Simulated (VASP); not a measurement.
Write the native input for VASP 6.6.1 that does the following.

```yaml
Task: single point
Functional: PBE
Potentials_or_basis: VASP PAW PBE potentials, release 64 (Mg, Ti_sv, N)
Cutoff: 520 eV
k_mesh: 6 × 6 × 4
Occupations: gaussian, width 0.1 eV
Spin: no spin polarisation
Dipole_correction: no
Further_INCAR_settings: ALGO = Normal; EDIFF = 1e-06; NBANDS = 22
```

The structure of Mg4TiN lies in POSCAR:

```
Mg4TiN
1.0
    4.8492253293      0.0000000000      0.0000000000
   -2.4246126647      4.1995523239      0.0000000000
    0.0000000000      0.0000000000      5.3043077491
Mg Ti N
4 1 1
Direct
    0.3333333333      0.6666666667      0.7516033853
    0.3333333333      0.6666666667      0.2483966147
    0.6666666667      0.3333333333      0.7516033853
    0.6666666667      0.3333333333      0.2483966147
    0.0000000000      0.0000000000      0.0000000000
    0.0000000000      0.0000000000      0.5000000000
```

The cell was built from a structure type or drawn by symmetry, and may not be a known phase.

The input as run:

INCAR

```
SYSTEM = Mg4TiN
PREC     = Accurate       ! precision mode
ENCUT    = 520            ! plane-wave cutoff, eV
EDIFF    = 1E-6           ! SCF threshold, eV
ISMEAR   = 0              ! smearing method
SIGMA    = 0.1            ! smearing width, eV
LREAL    = .False.        ! projectors in reciprocal space
LASPH    = .True.         ! aspherical terms in the spheres
NELM     = 80             ! most SCF steps
ALGO     = Normal         ! electronic algorithm
ISIF     = 2              ! what is computed and relaxed
LWAVE    = .False.        ! write WAVECAR
LCHARG   = .False.        ! write CHGCAR
GGA      = PE             ! functional
NBANDS   = 22             ! bands
```

KPOINTS

```
regular mesh
0
Gamma
  6 6 4
  0 0 0
```

Potentials or basis: VASP PAW PBE potentials, release 64 (Mg, Ti_sv, N).

The run is started by

```bash
$ cat potpaw_PBE.64/Mg/POTCAR potpaw_PBE.64/Ti_sv/POTCAR potpaw_PBE.64/N/POTCAR > POTCAR
$ mpirun -np 1 vasp_std > vasp.out
```

It gave:

- Pressure: -0.2 GPa
- Largest force: 0.027 eV/Å
- Band gap on the k mesh: zero (an odd number of electrons rules out a gap without spin polarisation)

It took 32 s on 1 thread of AMD EPYC 9R45 96-Core Processor (Zen 5) (shared host), peak memory 0.21 GiB.
